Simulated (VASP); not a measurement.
# SnTe (Imm2) in VASP: single point with revPBE

Aim: the single point of SnTe with revPBE.

All numbers are computed with VASP 6.6.1; they aren't measurements. Logs are shortened: lines on timing, memory, paths and dates and some standing lists are left out, and cuts for length are marked.

## Step 1: The cell of the first run

Symmetry: Imm2, No. 44, orthorhombic system. The conventional cell has a = 5.107 Å, b = 5.107 Å, c = 7.222 Å, α = 90.00°, β = 90.00°, γ = 90.00°. Within 3.8 Å of Sn (site symmetry mm2) lie 4 Te at 2.87 to 3.44 Å. Te (site symmetry mm2) has 4 Sn at 2.87 to 3.44 Å within 3.8 Å.

## Step 2: Single point, revPBE

File INCAR:

```
PREC = Accurate
ENCUT = 520
EDIFF = 1E-7
ISMEAR = 0
SIGMA = 0.01
LREAL = F
LASPH = T
NELM = 60
ALGO = Normal
ISIF = 2
LWAVE = F
LCHARG = F
GGA = RE
NBANDS = 17
```

File KPOINTS:

```
Automatic mesh
0
Gamma
  1 1 1
  0.5 0.5 0
```

File POSCAR:

```
SnTe
1.0
    0.0000000000      3.6111460000      3.6111460000
    3.6111460000      0.0000000000      3.6111460000
    3.6111460000      3.6111460000      0.0000000000
Sn Te
1 1
Direct
    0.0000000000      0.0000000000      0.0000000000
    0.6807698996      0.8192301004      0.8192301004
```

Potentials or basis: VASP PAW PBE potentials, release 64 (Sn_d, Te).

Run with:

```bash
$ cat potpaw_PBE.64/Sn_d/POTCAR potpaw_PBE.64/Te/POTCAR > POTCAR
$ mpirun -np 1 vasp_std > vasp.out
```

OUTCAR:

```text
PREC = Accurate
   ENCUT = 520
   EDIFF = 1E-7
   ISMEAR = 0
   LREAL = F
   LASPH = T
   NELM = 60
   ISIF = 2
   GGA = RE

 ion  position               nearest neighbor table
   1  0.000  0.000  0.000-   2 2.87   2 2.87   2 3.44   2 3.44
   2  0.681  0.819  0.819-   1 2.87   1 2.87   1 3.44   1 3.44

  LATTYP: Found a face centered cubic cell.
 ALAT       =     7.2222920000

  Lattice vectors:

 A1 = (   0.0000000000,   3.6111460000,   3.6111460000)
 A2 = (   3.6111460000,   0.0000000000,   3.6111460000)
 A3 = (   3.6111460000,   3.6111460000,   0.0000000000)

Analysis of symmetry for initial positions (statically):
=====================================================================
 Subroutine PRICEL returns:
 Original cell was already a primitive cell.

 Routine SETGRP: Setting up the symmetry group for a
 face centered cubic supercell.

 Subroutine GETGRP returns: Found  4 space group operations
 (whereof  4 operations were pure point group operations)
 out of a pool of 48 trial point group operations.

The static configuration has the point symmetry C_2v.

Analysis of symmetry for dynamics (positions and initial velocities):
=====================================================================
 Subroutine PRICEL returns:
 Original cell was already a primitive cell.

 Routine SETGRP: Setting up the symmetry group for a
 face centered cubic supercell.

 Subroutine GETGRP returns: Found  4 space group operations
 (whereof  4 operations were pure point group operations)
 out of a pool of 48 trial point group operations.

The dynamic configuration has the point symmetry C_2v.

 Subroutine INISYM returns: Found  4 space group operations
 (whereof  4 operations are pure point group operations),
 and found     1 'primitive' translations

----------------------------------------------------------------------------------------

                                     Primitive cell

  volume of cell :      94.1814

  direct lattice vectors                    reciprocal lattice vectors
     0.000000000  3.611146000  3.611146000    -0.138460201  0.138460201  0.138460201
     3.611146000  0.000000000  3.611146000     0.138460201 -0.138460201  0.138460201
     3.611146000  3.611146000  0.000000000     0.138460201  0.138460201 -0.138460201

  length of vectors
     5.106931649  5.106931649  5.106931649     0.239820102  0.239820102  0.239820102

  position of ions in fractional coordinates (direct lattice)
     0.000000000  0.000000000  0.000000000
     0.680769900  0.819230100  0.819230100

  ion indices of the primitive-cell ions
   primitive index   ion index
                 1           1
                 2           2

----------------------------------------------------------------------------------------

 KPOINTS: Automatic mesh

Automatic generation of k-mesh.
 Grid dimensions read from file:
 generate k-points for:    1    1    1

 Generating k-lattice:

  Cartesian coordinates                     Fractional coordinates (reciprocal lattice)
    -0.138460201  0.138460201  0.138460201     1.000000000  0.000000000  0.000000000
     0.138460201 -0.138460201  0.138460201     0.000000000  1.000000000  0.000000000
     0.138460201  0.138460201 -0.138460201     0.000000000  0.000000000  1.000000000

  Length of vectors
     0.239820102  0.239820102  0.239820102

  Shift w.r.t. Gamma in fractional coordinates (k-lattice)
     0.500000000  0.500000000  0.000000000

 Subroutine IBZKPT returns following result:
 ===========================================

 Found      2 irreducible k-points:

 Following reciprocal coordinates:
            Coordinates               Weight
  0.500000  0.500000  0.000000      2.000000
  0.000000  0.500000  0.500000      1.000000
   k-points           NKPTS =      2   k-points in BZ     NKDIM =      2   number of bands    NBANDS=     17
   number of dos      NEDOS =    301   number of ions     NIONS =      2
   total plane-waves  NPLWV =  64000
   dimension x,y,z NGX =    40 NGY =   40 NGZ =   40
   dimension x,y,z NGXF=    80 NGYF=   80 NGZF=   80
   ions per type =               1   1
   NGX,Y,Z   is equivalent  to a cutoff of  13.02, 13.02, 13.02 a.u.
   NGXF,Y,Z  is equivalent  to a cutoff of  26.04, 26.04, 26.04 a.u.
 SYSTEM =  unknown system
   PREC   = accura    normal or accurate (medium, high low for compatibility)
   ISTART =      0    job   : 0-new  1-cont  2-samecut
   ICHARG =      2    charge: 1-file 2-atom 10-const
   ISPIN  =      1    spin polarized calculation?
   LNONCOLLINEAR =      F non collinear calculations
   LSORBIT =      F    spin-orbit coupling
   LASPH  =      T    aspherical Exc in radial PAW
   ENCUT  =  520.0 eV  38.22 Ry    6.18 a.u.   9.50  9.50  9.50*2*pi/ulx,y,z
   NELM   =     60;   NELMIN=  2; NELMDL= -5     # of ELM steps
   EDIFF  = 0.1E-06   stopping-criterion for ELM
   LREAL  =      F    real-space projection
   EDIFFG = 0.1E-05   stopping-criterion for IOM
   NSW    =      0    number of steps for IOM
   IBRION =     -1    ionic relax: 0-MD 1-quasi-New 2-CG
   NFREE  =      0    steps in history (QN), initial steepest desc. (CG)
   ISIF   =      2    stress and relaxation
   ISYM   =      2    0-nonsym 1-usesym 2-fastsym
   POTIM  = 0.5000    time-step for ionic-motion
   TEBEG  =    0.0;   TEEND  =   0.0 temperature during run
   PSTRESS=    0.0 pullay stress
   NELECT =      20.0000    total number of electrons
   NUPDOWN=      -1.0000    fix difference up-down
   EMIN   =  10.00;   EMAX   =-10.00  energy-range for DOS
   EFERMI =   0.00;   METHOD = LEGACY
   ISMEAR =     0;   SIGMA  =   0.01  broadening in eV -4-tet -1-fermi 0-gaus
   EFERMI_NEDOS =   21; number of points for ismear=-14 and -15
   IALGO  =     38    algorithm
   IMIX   =      4    mixing-type and parameters
     AMIX     =   0.40;   BMIX     =  1.00
     AMIX_MAG =   1.60;   BMIX_MAG =  1.00
  volume/ion in A,a.u.               =      47.09       317.78
  Fermi-wavevector in a.u.,A,eV,Ry     =   0.976704  1.845704 12.979296  0.953951
  Thomas-Fermi vector in A             =   2.107344
   LORBIT       =      0    0 simple, 1 ext, 2 COOP (PROOUT), +10 PAW based schemes
   GGA     = RE    functional components
   LHFCALC =     F    Hartree Fock is set to
   AEXX    =    0.0000 exact exchange contribution
   IVDW    =     0    specifies the selected vdW correction
   LEPSILON=     F    determine dielectric tensor
   LRPA    =     F    only Hartree local field effects (RPA)
 non-spin polarized calculation
 Gauss-broadening in eV      SIGMA  =   0.01
  energy-cutoff  :      520.00
  volume of cell :       94.18
 maximum number of plane-waves:      2498
 NGX is ok and might be reduce to    40
   NGX = 19   NGY = 19   NGZ = 19

 number of electron      19.9999998 magnetization

 Free energy of the ion-electron system (eV)
  ---------------------------------------------------
  ext. energy  EPLUGINS =         0.00000000
  ---------------------------------------------------
  free energy    TOTEN  =        -7.55490481 eV

  energy without entropy =       -7.55490481  energy(sigma->0) =       -7.55490481

 E-fermi :   2.3844     XC(G=0):  -7.3786

 val. band max:        2.3367334636   @ k =   0.5000   0.5000   0.0000
 cond. band min:       3.1656006249   @ k =   0.5000   0.5000   0.0000
 fundamental gap:      0.8288671612
 Fermi energy:         2.3843764858

 k-point     1 :       0.5000    0.5000    0.0000
  band No.  band energies     occupation
      1     -18.9718      2.00000
      2     -18.9394      2.00000
      3     -18.9159      2.00000
      4     -18.8824      2.00000
      5     -18.8570      2.00000
      6      -7.9605      2.00000
[... 9 lines left out ...]
     16      11.3057      0.00000
     17      11.4276      0.00000

 k-point     2 :       0.0000    0.5000    0.5000
  band No.  band energies     occupation
      1     -18.9782      2.00000
      2     -18.9380      2.00000
      3     -18.9140      2.00000
      4     -18.8789      2.00000
      5     -18.8608      2.00000
      6      -8.0777      2.00000
[... 9 lines left out ...]
     16      11.1104      0.00000
     17      11.2575      0.00000

------------------------ aborting loop because EDIFF is reached ----------------------------------------

  FORCE on cell =-STRESS in cart. coord.  units (eV):
  Direction    XX          YY          ZZ          XY          YZ          ZX
  --------------------------------------------------------------------------------------
  -------------------------------------------------------------------------------------
  Total       -2.2653318     -2.3422942     -2.3422942      0.0000000      1.4862809      0.0000000
  in kB      -38.5369427    -39.8461986    -39.8461986      0.0000000     25.2840323      0.0000000
  external PRESSURE =     -39.4097800 kB  Pullay stress =       0.0000000 kB

 VOLUME and BASIS-vectors are now :
 -----------------------------------------------------------------------------
  energy-cutoff  :      520.00
  volume of cell :       94.18
      direct lattice vectors                 reciprocal lattice vectors
     0.000000000  3.611146000  3.611146000    -0.138460201  0.138460201  0.138460201
     3.611146000  0.000000000  3.611146000     0.138460201 -0.138460201  0.138460201
     3.611146000  3.611146000  0.000000000     0.138460201  0.138460201 -0.138460201

 POSITION                                       TOTAL-FORCE (eV/Angst)
 -----------------------------------------------------------------------------------
      0.00000      0.00000      0.00000         0.757313      0.000000      0.000000
      5.91672      5.41672      5.41672        -0.757313      0.000000      0.000000
 -----------------------------------------------------------------------------------
    total drift:                                0.000108      0.000001      0.000001

  FREE ENERGIE OF THE ION-ELECTRON SYSTEM (eV)
  ---------------------------------------------------
  free  energy   TOTEN  =        -7.5549048053 eV

  energy  without entropy=       -7.5549048053  energy(sigma->0) =       -7.55490481
```

Run time: 14 s. Hardware: 1 thread of AMD EPYC 7R13, shared host; peak memory 0.23 GiB.

What came out:

```
Free energy            : -7.5549 eV
Pressure               : -3.9 GPa
Largest force          : 0.757 eV/Å
Band gap on the k mesh : 0.83 eV, direct
```

Forces on the atoms (eV/Å):
```
Sn   0.757  0.000  0.000
Te  -0.757  0.000  0.000
```

Levels at points of the mesh, in eV from the valence-band top:
```tsv
k point	band 8	band 9	band 10	band 11	band 12	band 13
(0.50, 0.50, 0.00)	-2.30	-2.11	0.00	0.83	4.63	4.80
(0.00, 0.50, 0.50)	-3.10	-2.04	-0.64	1.71	4.07	5.60
```

Caveat: the k points lie up to 1.51 Å⁻¹ apart; the PAW data sets were made with another functional, which shifts forces and pressure a little; spin-orbit coupling is left out, which moves the levels of the heavy elements. A k mesh can miss the band edges.
